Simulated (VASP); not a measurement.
Crystal: MoS2.

```
CELL_PARAMETERS angstrom
3.22746 0.00000 0.00000
-1.61373 2.79507 0.00000
0.00000 0.00000 6.31247
ATOMIC_POSITIONS crystal
Mo 0.00000 0.00000 0.50000
S 0.33333 0.66667 0.25532
S 0.66667 0.33333 0.74468
```

* Program: VASP 6.6.1
* Task: relaxation of cell and atoms
* Functional: PBEsol
* Potentials or basis: VASP PAW PBE potentials, release 64 (Mo_sv, S)
* Cutoff: 600 eV
* k mesh: 15 × 15 × 7
* Occupations: methfessel-paxton, width 0.1 eV
* Spin: no spin polarisation

At the start: pressure -3.3 GPa; volume 18.98 Å³/atom.

Problem. How do energy, volume and symmetry change on relaxing?

Solution. Over 22 steps the energy falls by 17.9 meV/atom and the volume is 17.47 Å³/atom (-8.0 %); space group P-3m1 (No. 164, to 0.1 Å) before and after.

The path:
```tsv
step	energy change (eV)	largest force (eV/Å)	pressure (GPa)	volume (Å³)
1	0.0000	0.0087	-3.35	56.94
2	-0.0044	0.8862	4.77	53.73
3	-0.0225	0.4436	0.70	55.22
4	-0.0459	0.1818	0.17	54.54
5	-0.0487	0.0477	-0.03	54.24
6	-0.0487	0.0389	-0.04	54.22
7	-0.0490	0.0317	-0.10	54.18
8	-0.0498	0.0105	-0.30	54.05
9	-0.0510	0.0308	-0.67	53.80
10	-0.0513	0.1091	-1.34	53.28
11	-0.0516	0.0716	-1.02	53.52
12	-0.0516	0.0692	-1.01	53.50
13	-0.0518	0.0630	-0.95	53.44
14	-0.0522	0.0504	-0.85	53.33
15	-0.0528	0.0250	-0.62	53.10
16	-0.0533	0.0260	-0.15	52.65
17	-0.0533	0.0320	-0.09	52.60
18	-0.0534	0.0299	-0.08	52.58
19	-0.0535	0.0238	-0.06	52.54
20	-0.0536	0.0118	0.00	52.46
21	-0.0536	0.0125	0.10	52.29
22	-0.0537	0.0038	0.03	52.40
```

Final structure:
```yaml
crystal:
  lattice:
    - [3.13837, 0.00000, 0.00000]
    - [-1.56919, 2.71791, 0.00000]
    - [0.00000, 0.00000, 6.14332]
  atoms:
    - { symbol: Mo, position: [0.00000, 0.00000, 0.50000] }
    - { symbol: S, position: [0.33333, 0.66667, 0.24152] }
    - { symbol: S, position: [0.66667, 0.33333, 0.75848] }
```

Caveat: the PAW data sets were made with another functional, which shifts forces and pressure a little; this functional lacks dispersion, which binds the layers, so the pressure and a relaxed spacing across them are unreliable.
